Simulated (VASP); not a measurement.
# Ga2GeSe2 (P-3m1) in VASP: a series of runs

Ga2GeSe2 is run at these levels: PBE; tasks: single point, relaxation of cell and atoms.

All numbers are computed with VASP 6.6.1; they aren't measurements. Logs are shortened: lines on timing, memory, paths and dates and some standing lists are left out, and cuts for length are marked.

## Step 1: The cell of the first run

It takes space group P-3m1 (No. 164, trigonal). The conventional cell has a = 4.090 Å, b = 4.090 Å, c = 8.851 Å, α = 90.00°, β = 90.00°, γ = 120.00°. Within 3.2 Å of Ga (site symmetry 3m) lie 1 Se at 2.39 Å and 3 Ga at 2.59 Å. Ge (site symmetry -3m) has 6 Se at 2.80 Å within 3.7 Å. Within 3.2 Å of Se (site symmetry 3m) lie 1 Ga at 2.39 Å and 3 Ge at 2.80 Å.

## Step 2: Single point, PBE

Contents of INCAR:

```
PREC = Accurate ; ENCUT = 500
EDIFF = 1E-6 ; ISMEAR = -4
SIGMA = 0.1 ; LREAL = False
LASPH = True ; NELM = 120
ALGO = Normal ; ISIF = 2
LWAVE = False ; LCHARG = True
GGA = PE ; LELF = True
LVHAR = True ; NBANDS = 34
GGA_COMPAT = False
```

Contents of KPOINTS:

```
Automatic mesh
0
Gamma
  12 12 4
```

Contents of POSCAR:

```
Ga2GeSe2
1.0
    4.0898863030      0.0000000000      0.0000000000
   -2.0449431515      3.5419454370      0.0000000000
    0.0000000000      0.0000000000      8.8508113940
Ga Ge Se
2 1 2
Direct
    0.3333333333      0.6666666667      0.0602652542
    0.6666666667      0.3333333333      0.9397347458
    0.0000000000      0.0000000000      0.5000000000
    0.3333333333      0.6666666667      0.3307517727
    0.6666666667      0.3333333333      0.6692482273
```

Potentials or basis: VASP PAW PBE potentials, release 64 (Ga_d, Ge_d, Se).

Run with:

```
$ cat potpaw_PBE.64/Ga_d/POTCAR potpaw_PBE.64/Ge_d/POTCAR potpaw_PBE.64/Se/POTCAR > POTCAR
$ mpirun -np 1 vasp_std > vasp.out
```

OUTCAR:

```text
PREC = Accurate
   ENCUT = 500
   EDIFF = 1E-6
   ISMEAR = -4
   LREAL = False
   LASPH = True
   NELM = 120
   ISIF = 2
   GGA = PE

 ion  position               nearest neighbor table
   1  0.333  0.667  0.060-   4 2.39   2 2.59   2 2.59   2 2.59
   2  0.667  0.333  0.940-   5 2.39   1 2.59   1 2.59   1 2.59
   3  0.000  0.000  0.500-   4 2.80   5 2.80   5 2.80   4 2.80   5 2.80   4 2.80
   4  0.333  0.667  0.331-   1 2.39   3 2.80   3 2.80   3 2.80
   5  0.667  0.333  0.669-   2 2.39   3 2.80   3 2.80   3 2.80

  LATTYP: Found a hexagonal cell.
 ALAT       =     4.0898863030
 C/A-ratio  =     2.1640727243

  Lattice vectors:

 A1 = (   4.0898863030,   0.0000000000,   0.0000000000)
 A2 = (  -2.0449431515,   3.5419454370,   0.0000000000)
 A3 = (   0.0000000000,   0.0000000000,   8.8508113940)

Analysis of symmetry for initial positions (statically):
=====================================================================
 Subroutine PRICEL returns:
 Original cell was already a primitive cell.

 Routine SETGRP: Setting up the symmetry group for a
 hexagonal supercell.

 Subroutine GETGRP returns: Found 12 space group operations
 (whereof 12 operations were pure point group operations)
 out of a pool of 24 trial point group operations.

The static configuration has the point symmetry D_3d.

Analysis of symmetry for dynamics (positions and initial velocities):
=====================================================================
 Subroutine PRICEL returns:
 Original cell was already a primitive cell.

 Routine SETGRP: Setting up the symmetry group for a
 hexagonal supercell.

 Subroutine GETGRP returns: Found 12 space group operations
 (whereof 12 operations were pure point group operations)
 out of a pool of 24 trial point group operations.

The dynamic configuration has the point symmetry D_3d.

 Subroutine INISYM returns: Found 12 space group operations
 (whereof 12 operations are pure point group operations),
 and found     1 'primitive' translations

----------------------------------------------------------------------------------------

                                     Primitive cell

  volume of cell :     128.2142

  direct lattice vectors                    reciprocal lattice vectors
     4.089886303  0.000000000  0.000000000     0.244505574  0.141165359  0.000000000
    -2.044943152  3.541945437  0.000000000     0.000000000  0.282330718  0.000000000
     0.000000000  0.000000000  8.850811394     0.000000000  0.000000000  0.112983992

  length of vectors
     4.089886303  4.089886303  8.850811394     0.282330718  0.282330718  0.112983992

  position of ions in fractional coordinates (direct lattice)
     0.333333333  0.666666667  0.060265254
     0.666666667  0.333333333  0.939734746
     0.000000000  0.000000000  0.500000000
     0.333333333  0.666666667  0.330751773
     0.666666667  0.333333333  0.669248227

  ion indices of the primitive-cell ions
   primitive index   ion index
                 1           1
                 2           2
                 3           3
                 4           4
                 5           5

----------------------------------------------------------------------------------------

 KPOINTS: Automatic mesh

Automatic generation of k-mesh.
 Grid dimensions read from file:
 generate k-points for:   12   12    4

 Generating k-lattice:

  Cartesian coordinates                     Fractional coordinates (reciprocal lattice)
     0.020375465  0.011763780  0.000000000     0.083333333 -0.000000000  0.000000000
     0.000000000  0.023527560  0.000000000     0.000000000  0.083333333  0.000000000
     0.000000000  0.000000000  0.028245998     0.000000000  0.000000000  0.250000000

  Length of vectors
     0.023527560  0.023527560  0.028245998

  Shift w.r.t. Gamma in fractional coordinates (k-lattice)
     0.000000000  0.000000000  0.000000000

 TETIRR: Found    806 inequivalent tetrahedra from     3456

 Subroutine IBZKPT returns following result:
 ===========================================

 Found     69 irreducible k-points:

 Following reciprocal coordinates:
            Coordinates               Weight
  0.000000  0.000000  0.000000      1.000000
  0.083333  0.000000  0.000000      6.000000
  0.166667  0.000000  0.000000      6.000000
  0.250000  0.000000  0.000000      6.000000
  0.333333  0.000000  0.000000      6.000000
  0.416667  0.000000  0.000000      6.000000
[... 16 lines left out ...]
  0.166667  0.000000  0.250000      6.000000
  0.000000  0.166667  0.250000      6.000000
 [... further k-points ...]
   k-points           NKPTS =     69   k-points in BZ     NKDIM =     69   number of bands    NBANDS=     34
   number of dos      NEDOS =    301   number of ions     NIONS =      5
   total plane-waves  NPLWV =  63000
   dimension x,y,z NGX =    30 NGY =   30 NGZ =   70
   dimension x,y,z NGXF=    60 NGYF=   60 NGZF=  140
   ions per type =               2   1   2
   NGX,Y,Z   is equivalent  to a cutoff of  12.19, 12.19, 13.15 a.u.
   NGXF,Y,Z  is equivalent  to a cutoff of  24.39, 24.39, 26.30 a.u.
 SYSTEM =  unknown system
   PREC   = accura    normal or accurate (medium, high low for compatibility)
   ISTART =      0    job   : 0-new  1-cont  2-samecut
   ICHARG =      2    charge: 1-file 2-atom 10-const
   ISPIN  =      1    spin polarized calculation?
   LNONCOLLINEAR =      F non collinear calculations
   LSORBIT =      F    spin-orbit coupling
   LASPH  =      T    aspherical Exc in radial PAW
   ENCUT  =  500.0 eV  36.75 Ry    6.06 a.u.   7.46  7.46 16.14*2*pi/ulx,y,z
   NELM   =    120;   NELMIN=  2; NELMDL= -5     # of ELM steps
   EDIFF  = 0.1E-05   stopping-criterion for ELM
   LREAL  =      F    real-space projection
   EDIFFG = 0.1E-04   stopping-criterion for IOM
   NSW    =      0    number of steps for IOM
   IBRION =     -1    ionic relax: 0-MD 1-quasi-New 2-CG
   NFREE  =      0    steps in history (QN), initial steepest desc. (CG)
   ISIF   =      2    stress and relaxation
   ISYM   =      2    0-nonsym 1-usesym 2-fastsym
   POTIM  = 0.5000    time-step for ionic-motion
   TEBEG  =    0.0;   TEEND  =   0.0 temperature during run
   PSTRESS=    0.0 pullay stress
   NELECT =      52.0000    total number of electrons
   NUPDOWN=      -1.0000    fix difference up-down
   EMIN   =  10.00;   EMAX   =-10.00  energy-range for DOS
   EFERMI =   0.00;   METHOD = LEGACY
   ISMEAR =    -4;   SIGMA  =   0.10  broadening in eV -4-tet -1-fermi 0-gaus
   EFERMI_NEDOS =   21; number of points for ismear=-14 and -15
   IALGO  =     38    algorithm
   IMIX   =      4    mixing-type and parameters
     AMIX     =   0.40;   BMIX     =  1.00
     AMIX_MAG =   1.60;   BMIX_MAG =  1.00
  volume/ion in A,a.u.               =      25.64       173.05
  Fermi-wavevector in a.u.,A,eV,Ry     =   1.211799  2.289968 19.979564  1.468457
  Thomas-Fermi vector in A             =   2.347303
   LORBIT       =      0    0 simple, 1 ext, 2 COOP (PROOUT), +10 PAW based schemes
   GGA     = PE    functional components
   LHFCALC =     F    Hartree Fock is set to
   AEXX    =    0.0000 exact exchange contribution
   IVDW    =     0    specifies the selected vdW correction
   LEPSILON=     F    determine dielectric tensor
   LRPA    =     F    only Hartree local field effects (RPA)
 non-spin polarized calculation
 Fermi weights with tetrahedron method witout Bloechl corrections
  energy-cutoff  :      500.00
  volume of cell :      128.21
 maximum number of plane-waves:      3279
 NGX is ok and might be reduce to    30
   NGX = 15   NGY = 15   NGZ = 33

 number of electron      51.9999979 magnetization

 Free energy of the ion-electron system (eV)
  ---------------------------------------------------
  ext. energy  EPLUGINS =         0.00000000
  ---------------------------------------------------
  free energy    TOTEN  =       -18.10628433 eV

  energy without entropy =      -18.10628433  energy(sigma->0) =      -18.10628433

 E-fermi :   3.2492     XC(G=0):  -9.2132

 val. band max:        3.3721389687   @ k =   0.2500   0.0000   0.2500
 cond. band min:       3.2431416918   @ k =   0.4167   0.0833   0.0000
 fundamental gap:     -0.1289972769
 Fermi energy:         3.2491887963

 k-point     1 :       0.0000    0.0000    0.0000
  band No.  band energies     occupation
      1     -21.6683      2.00000
      2     -21.6683      2.00000
      3     -21.6588      2.00000
      4     -21.6581      2.00000
      5     -21.6581      2.00000
      6     -11.9645      2.00000
[... 26 lines left out ...]
     33       8.5765      0.00000
     34       8.6066      0.00000

 k-point     2 :       0.0833    0.0000    0.0000
  band No.  band energies     occupation
      1     -21.6685      2.00000
      2     -21.6681      2.00000
      3     -21.6586      2.00000
      4     -21.6583      2.00000
      5     -21.6581      2.00000
      6     -11.9653      2.00000
[... 26 lines left out ...]
     33       8.2663      0.00000
     34       8.8424      0.00000

 k-point     3 :       0.1667    0.0000    0.0000
  band No.  band energies     occupation
      1     -21.6690      2.00000
      2     -21.6673      2.00000
      3     -21.6587      2.00000
      4     -21.6582      2.00000
      5     -21.6581      2.00000
      6     -11.9665      2.00000
[... 26 lines left out ...]
     33       8.7882      0.00000
     34       9.4504      0.00000
[... 704 lines left out ...]
 k-point    23 :       0.1667    0.0000    0.2500
  band No.  band energies     occupation
      1     -21.6690      2.00000
      2     -21.6673      2.00000
      3     -21.6587      2.00000
      4     -21.6581      2.00000
      5     -21.6581      2.00000
      6     -11.9665      2.00000
[... 26 lines left out ...]
     33       8.6862      0.00000
     34       9.0221      0.00000

 k-point    24 :       0.0000    0.1667    0.2500
  band No.  band energies     occupation
      1     -21.6690      2.00000
      2     -21.6673      2.00000
      3     -21.6587      2.00000
      4     -21.6582      2.00000
      5     -21.6581      2.00000
      6     -11.9665      2.00000
[... 26 lines left out ...]
     33       8.9285      0.00000
     34       9.1949      0.00000

 [... further k-points ...]

------------------------ aborting loop because EDIFF is reached ----------------------------------------

  FORCE on cell =-STRESS in cart. coord.  units (eV):
  Direction    XX          YY          ZZ          XY          YZ          ZX
  --------------------------------------------------------------------------------------
  -------------------------------------------------------------------------------------
  Total        0.0979732      0.0979732      0.2038761      0.0000000      0.0000000      0.0000000
  in kB        1.2242826      1.2242826      2.5476560      0.0000000      0.0000000      0.0000000
  external PRESSURE =       1.6654071 kB  Pullay stress =       0.0000000 kB

 VOLUME and BASIS-vectors are now :
 -----------------------------------------------------------------------------
  energy-cutoff  :      500.00
  volume of cell :      128.21
      direct lattice vectors                 reciprocal lattice vectors
     4.089886303  0.000000000  0.000000000     0.244505574  0.141165359  0.000000000
    -2.044943152  3.541945437  0.000000000     0.000000000  0.282330718  0.000000000
     0.000000000  0.000000000  8.850811394     0.000000000  0.000000000  0.112983992

 POSITION                                       TOTAL-FORCE (eV/Angst)
 -----------------------------------------------------------------------------------
     -0.00000      2.36130      0.53340         0.000000      0.000000     -0.036478
      2.04494      1.18065      8.31741         0.000000     -0.000000      0.036478
      0.00000      0.00000      4.42541        -0.000000      0.000000      0.000000
     -0.00000      2.36130      2.92742         0.000000      0.000000      0.026114
      2.04494      1.18065      5.92339        -0.000000      0.000000     -0.026114
 -----------------------------------------------------------------------------------
    total drift:                                0.000000     -0.000000      0.000000

  FREE ENERGIE OF THE ION-ELECTRON SYSTEM (eV)
  ---------------------------------------------------
  free  energy   TOTEN  =       -18.1062843281 eV

  energy  without entropy=      -18.1062843281  energy(sigma->0) =      -18.10628433
```

It took 2.4 min on 1 thread of Intel Xeon 6975P-C (Granite Rapids), shared host; peak memory 0.42 GiB.

Results:

* Free energy: -18.1063 eV
* Pressure: 0.2 GPa
* Largest force: 0.036 eV/Å
* Band gap on the k mesh: zero (band 26 reaches 4.54 eV, above the bottom of band 27 at 2.64 eV)

Forces on the atoms (eV/Å):
```
Ga   0.000  0.000 -0.036
Ga   0.000  0.000  0.036
Ge   0.000  0.000  0.000
Se   0.000  0.000  0.026
Se   0.000  0.000 -0.026
```

Levels at points of the mesh, in eV from the Fermi level:
```tsv
k point	band 23	band 24	band 25	band 26	band 27	band 28	band 29	band 30
(0.00, 0.00, 0.00)	-1.59	-1.59	-1.23	1.12	2.11	2.11	2.39	2.39
(0.50, 0.00, 0.00)	-2.82	-2.74	-1.53	-0.88	0.20	1.74	2.24	2.78
(0.00, 0.00, 0.50)	-1.85	-1.53	-1.53	1.29	1.63	1.63	2.23	3.07
(0.50, 0.00, 0.50)	-3.20	-2.57	-1.77	-1.05	0.68	1.41	2.98	3.33
```

[end of part 1 of 3]
